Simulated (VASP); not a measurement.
# C (P6/mmm) in VASP: notebook

C is run at these levels: PBE; tasks: single point.

Everything below comes from runs of VASP 6.6.1. Logs are shortened: lines on timing, memory, paths and dates and some standing lists are left out, and cuts for length are marked.

## Step 1: The cell of the first run

It takes space group P6/mmm (No. 191, hexagonal). Conventional cell: a = 1.697 Å, b = 1.697 Å, c = 1.475 Å, α = 90.00°, β = 90.00°, γ = 120.00°. Within 2.0 Å of C (site symmetry 6/mmm) lie 8 C at 1.47 to 1.70 Å.

## Step 2: Single point, PBE (volume scaled by 0.65)

Input file INCAR:

```
ALGO     = Normal         # electronic algorithm
EDIFF    = 1E-7           # SCF threshold, eV
ENCUT    = 520            # plane-wave cutoff, eV
GGA      = PE             # functional
ISIF     = 2              # what is computed and relaxed
ISMEAR   = -1             # smearing method
LASPH    = True           # aspherical terms in the spheres
LCHARG   = False          # write CHGCAR
LREAL    = False          # projectors in reciprocal space
LWAVE    = False          # write WAVECAR
NBANDS   = 8              # bands
NELM     = 80             # most SCF steps
PREC     = Accurate       # precision mode
SIGMA    = 0.1            # smearing width, eV
```

Input file KPOINTS:

```
k-points
0
Gamma
  24 24 22
```

Input file POSCAR:

```
C
1.0
    1.6967809516      0.0000000000      0.0000000000
   -0.8483904758      1.4694554088      0.0000000000
    0.0000000000      0.0000000000      1.4746646357
C
1
Direct
    0.0000000000      0.0000000000      0.0000000000
```

Potentials or basis: VASP PAW PBE potentials, release 64 (C).

Started as:

```
> cat potpaw_PBE.64/C/POTCAR > POTCAR
> mpirun -np 1 vasp_std > vasp.out
```

OUTCAR:

```text
EDIFF = 1E-7
   ENCUT = 520
   GGA = PE
   ISIF = 2
   ISMEAR = -1
   LASPH = True
   LREAL = False
   NELM = 80
   PREC = Accurate

 ion  position               nearest neighbor table
   1  0.000  0.000  0.000-

  LATTYP: Found a hexagonal cell.
 ALAT       =     1.6967809516
 C/A-ratio  =     0.8690954683

  Lattice vectors:

 A1 = (   1.6967809516,   0.0000000000,   0.0000000000)
 A2 = (  -0.8483904758,   1.4694554088,   0.0000000000)
 A3 = (   0.0000000000,   0.0000000000,   1.4746646357)

Analysis of symmetry for initial positions (statically):
=====================================================================
 Subroutine PRICEL returns:
 Original cell was already a primitive cell.

 Routine SETGRP: Setting up the symmetry group for a
 hexagonal supercell.

 Subroutine GETGRP returns: Found 24 space group operations
 (whereof 24 operations were pure point group operations)
 out of a pool of 24 trial point group operations.

The static configuration has the point symmetry D_6h.

Analysis of symmetry for dynamics (positions and initial velocities):
=====================================================================
 Subroutine PRICEL returns:
 Original cell was already a primitive cell.

 Routine SETGRP: Setting up the symmetry group for a
 hexagonal supercell.

 Subroutine GETGRP returns: Found 24 space group operations
 (whereof 24 operations were pure point group operations)
 out of a pool of 24 trial point group operations.

The dynamic configuration has the point symmetry D_6h.

 Subroutine INISYM returns: Found 24 space group operations
 (whereof 24 operations are pure point group operations),
 and found     1 'primitive' translations

----------------------------------------------------------------------------------------

                                     Primitive cell

  volume of cell :       3.6768

  direct lattice vectors                    reciprocal lattice vectors
     1.696780952  0.000000000  0.000000000     0.589351265  0.340262111  0.000000000
    -0.848390476  1.469455409  0.000000000     0.000000000  0.680524223  0.000000000
     0.000000000  0.000000000  1.474664636     0.000000000  0.000000000  0.678120283

  length of vectors
     1.696780952  1.696780952  1.474664636     0.680524223  0.680524223  0.678120283

  position of ions in fractional coordinates (direct lattice)
     0.000000000  0.000000000  0.000000000

  ion indices of the primitive-cell ions
   primitive index   ion index
                 1           1

----------------------------------------------------------------------------------------

 KPOINTS: k-points

Automatic generation of k-mesh.
 Grid dimensions read from file:
 generate k-points for:   24   24   22

 Generating k-lattice:

  Cartesian coordinates                     Fractional coordinates (reciprocal lattice)
     0.024556303  0.014177588  0.000000000     0.041666667  0.000000000  0.000000000
     0.000000000  0.028355176  0.000000000     0.000000000  0.041666667  0.000000000
     0.000000000  0.000000000  0.030823649     0.000000000  0.000000000  0.045454545

  Length of vectors
     0.028355176  0.028355176  0.030823649

  Shift w.r.t. Gamma in fractional coordinates (k-lattice)
     0.000000000  0.000000000  0.000000000

 Subroutine IBZKPT returns following result:
 ===========================================

 Found    732 irreducible k-points:

 Following reciprocal coordinates:
            Coordinates               Weight
  0.000000  0.000000  0.000000      1.000000
  0.041667  0.000000  0.000000      6.000000
  0.083333  0.000000  0.000000      6.000000
  0.125000 -0.000000  0.000000      6.000000
  0.166667  0.000000  0.000000      6.000000
  0.208333 -0.000000  0.000000      6.000000
[... 16 lines left out ...]
  0.416667  0.041667  0.000000     12.000000
  0.458333  0.041667  0.000000     12.000000
 [... further k-points ...]
   k-points           NKPTS =    732   k-points in BZ     NKDIM =    732   number of bands    NBANDS=      8
   number of dos      NEDOS =    301   number of ions     NIONS =      1
   total plane-waves  NPLWV =   2352
   dimension x,y,z NGX =    14 NGY =   14 NGZ =   12
   dimension x,y,z NGXF=    28 NGYF=   28 NGZF=   24
   ions per type =               1
   NGX,Y,Z   is equivalent  to a cutoff of  13.72, 13.72, 13.53 a.u.
   NGXF,Y,Z  is equivalent  to a cutoff of  27.43, 27.43, 27.06 a.u.
 SYSTEM =  unknown system
   PREC   = accura    normal or accurate (medium, high low for compatibility)
   ISTART =      0    job   : 0-new  1-cont  2-samecut
   ICHARG =      2    charge: 1-file 2-atom 10-const
   ISPIN  =      1    spin polarized calculation?
   LNONCOLLINEAR =      F non collinear calculations
   LSORBIT =      F    spin-orbit coupling
   LASPH  =      T    aspherical Exc in radial PAW
   ENCUT  =  520.0 eV  38.22 Ry    6.18 a.u.   3.15  3.15  2.74*2*pi/ulx,y,z
   NELM   =     80;   NELMIN=  2; NELMDL= -5     # of ELM steps
   EDIFF  = 0.1E-06   stopping-criterion for ELM
   LREAL  =      F    real-space projection
   EDIFFG = 0.1E-05   stopping-criterion for IOM
   NSW    =      0    number of steps for IOM
   IBRION =     -1    ionic relax: 0-MD 1-quasi-New 2-CG
   NFREE  =      0    steps in history (QN), initial steepest desc. (CG)
   ISIF   =      2    stress and relaxation
   ISYM   =      2    0-nonsym 1-usesym 2-fastsym
   POTIM  = 0.5000    time-step for ionic-motion
   TEBEG  =    0.0;   TEEND  =   0.0 temperature during run
   PSTRESS=    0.0 pullay stress
   NELECT =       4.0000    total number of electrons
   NUPDOWN=      -1.0000    fix difference up-down
   EMIN   =  10.00;   EMAX   =-10.00  energy-range for DOS
   EFERMI =   0.00;   METHOD = LEGACY
   ISMEAR =    -1;   SIGMA  =   0.10  broadening in eV -4-tet -1-fermi 0-gaus
   EFERMI_NEDOS =   21; number of points for ismear=-14 and -15
   IALGO  =     38    algorithm
   IMIX   =      4    mixing-type and parameters
     AMIX     =   0.40;   BMIX     =  1.00
     AMIX_MAG =   1.60;   BMIX_MAG =  1.00
  volume/ion in A,a.u.               =       3.68        24.81
  Fermi-wavevector in a.u.,A,eV,Ry     =   1.683719  3.181768 38.571299  2.834910
  Thomas-Fermi vector in A             =   2.766870
   LORBIT       =      0    0 simple, 1 ext, 2 COOP (PROOUT), +10 PAW based schemes
   GGA     = PE    functional components
   LHFCALC =     F    Hartree Fock is set to
   AEXX    =    0.0000 exact exchange contribution
   IVDW    =     0    specifies the selected vdW correction
   LEPSILON=     F    determine dielectric tensor
   LRPA    =     F    only Hartree local field effects (RPA)
 non-spin polarized calculation
  energy-cutoff  :      520.00
  volume of cell :        3.68
 maximum number of plane-waves:       114
 NGX is ok and might be reduce to    14
   NGX =  7   NGY =  7   NGZ =  5

 number of electron       4.0000001 magnetization

 Free energy of the ion-electron system (eV)
  ---------------------------------------------------
  ext. energy  EPLUGINS =         0.00000000
  ---------------------------------------------------
  free energy    TOTEN  =        -4.93639230 eV

  energy without entropy =       -4.93156288  energy(sigma->0) =       -4.93397759

 E-fermi :  18.6595     XC(G=0): -16.0811

 val. band max:       18.6243116375   @ k =   0.2917   0.2500   0.3636
 cond. band min:      18.6718416784   @ k =   0.2917   0.1667   0.0909
 fundamental gap:      0.0475300408
 Fermi energy:        18.6595155025

 k-point     1 :       0.0000    0.0000    0.0000
  band No.  band energies     occupation
      1     -10.8159      2.00000
      2      31.7783      0.00000
      3      31.7783      0.00000
      4      36.1516      0.00000
      5      52.4787      0.00000
      6      57.5904      0.00000
      7      57.5904      0.00000
      8      63.2228      0.00000

 k-point     2 :       0.0417    0.0000    0.0000
  band No.  band energies     occupation
      1     -10.7190      2.00000
      2      31.3062      0.00000
      3      31.5766      0.00000
      4      36.2232      0.00000
      5      52.7930      0.00000
      6      55.8273      0.00000
      7      58.0146      0.00000
      8      65.5528      0.00000

 k-point     3 :       0.0833    0.0000    0.0000
  band No.  band energies     occupation
      1     -10.4285      2.00000
      2      29.9702      0.00000
      3      31.0137      0.00000
      4      36.4356      0.00000
      5      52.5176      0.00000
      6      54.3583      0.00000
      7      59.2436      0.00000
      8      68.6677      0.00000

 k-point     4 :       0.1250   -0.0000    0.0000
  band No.  band energies     occupation
      1      -9.9449      2.00000
      2      27.9576      0.00000
      3      30.1932      0.00000
      4      36.7813      0.00000
      5      50.2059      0.00000
      6      55.7521      0.00000
      7      61.1717      0.00000
      8      68.4483      0.00000

 k-point     5 :       0.1667    0.0000    0.0000
  band No.  band energies     occupation
      1      -9.2688      2.00000
      2      25.4779      0.00000
      3      29.2284      0.00000
      4      37.2504      0.00000
      5      48.1299      0.00000
      6      57.7264      0.00000
      7      63.6684      0.00000
      8      68.1524      0.00000
[... 177 lines left out ...]
 k-point    22 :       0.3750    0.0417    0.0000
  band No.  band energies     occupation
      1      -2.1618      2.00000
      2      10.0185      2.00000
      3      24.1557      0.00000
      4      40.7914      0.00000
      5      43.1519      0.00000
      6      66.0837      0.00000
      7      71.7244      0.00000
      8      75.9822      0.00000

 k-point    23 :       0.4167    0.0417    0.0000
  band No.  band energies     occupation
      1      -0.4197      2.00000
      2       7.5884      2.00000
      3      23.7944      0.00000
      4      41.2261      0.00000
      5      42.8473      0.00000
      6      65.9819      0.00000
      7      73.8564      0.00000
      8      74.8603      0.00000

 k-point    24 :       0.4583    0.0417    0.0000
  band No.  band energies     occupation
      1       1.0832      2.00000
      2       5.7376      2.00000
      3      23.6127      0.00000
      4      41.4587      0.00000
      5      42.6982      0.00000
      6      65.9115      0.00000
      7      74.2799      0.00000
      8      75.1341      0.00000

 [... further k-points ...]
[... 5 lines left out ...]
  --------------------------------------------------------------------------------------
  -------------------------------------------------------------------------------------
  Total        7.1284651      7.1284651      7.1656594      0.0000000      0.0000000      0.0000000
  in kB     3106.2124123   3106.2124126   3122.4197644      0.0000000      0.0000000      0.0000000
  external PRESSURE =    3111.6148631 kB  Pullay stress =       0.0000000 kB

 VOLUME and BASIS-vectors are now :
 -----------------------------------------------------------------------------
  energy-cutoff  :      520.00
  volume of cell :        3.68
      direct lattice vectors                 reciprocal lattice vectors
     1.696780952  0.000000000  0.000000000     0.589351265  0.340262111  0.000000000
    -0.848390476  1.469455409  0.000000000     0.000000000  0.680524223  0.000000000
     0.000000000  0.000000000  1.474664636     0.000000000  0.000000000  0.678120283

 POSITION                                       TOTAL-FORCE (eV/Angst)
 -----------------------------------------------------------------------------------
      0.00000      0.00000      0.00000         0.000000      0.000000      0.000000
 -----------------------------------------------------------------------------------
    total drift:                               -0.000000     -0.000000     -0.000000

  FREE ENERGIE OF THE ION-ELECTRON SYSTEM (eV)
  ---------------------------------------------------
  free  energy   TOTEN  =        -4.9363922993 eV

  energy  without entropy=       -4.9315628753  energy(sigma->0) =       -4.93397759
```

Wall time 13 s (1 thread of Intel Xeon Platinum 8488C (Sapphire Rapids), shared host); peak memory 0.12 GiB.

What came out:

```yaml
Free_energy: -4.9364 eV
Pressure: 311.2 GPa
Band_gap_on_the_k_mesh: zero (band 2 reaches 32.10 eV, above the bottom of band 3 at 10.20 eV)
```

Stress tensor (GPa, compression positive):
```
310.62   0.00   0.00
  0.00 310.62   0.00
  0.00   0.00 312.24
```

(Part 1 of 3 ends here.)
